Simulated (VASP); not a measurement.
Input of a VASP 6.6.1 run:

Contents of INCAR:

```
SYSTEM = Na
  PREC = Accurate
  ENCUT = 520
  EDIFF = 1E-7
  ISMEAR = -1
  SIGMA = 0.03
  LREAL = .FALSE.
  LASPH = .TRUE.
  NELM = 100
  ALGO = Normal
  ISIF = 2
  LWAVE = .FALSE.
  LCHARG = .TRUE.
  GGA = PE
  LELF = .TRUE.
  LVHAR = .TRUE.
  NBANDS = 10
```

KPOINTS

```
regular mesh
0
G
  11 11 11
  0 0 0
```

POSCAR

```
Na
1.0
   -2.1175000000      2.1175000000      2.1175000000
    2.1175000000     -2.1175000000      2.1175000000
    2.1175000000      2.1175000000     -2.1175000000
Na
1
Direct
    0.0000000000      0.0000000000      0.0000000000
```

Potentials or basis: VASP PAW PBE potentials, release 64 (Na_pv).

The run is started by

```console
$ cat potpaw_PBE.64/Na_pv/POTCAR > POTCAR
$ mpirun -np 1 vasp_std > vasp.out
```

(1) Predict the pressure.

Results:

(1) -0.2 GPa.
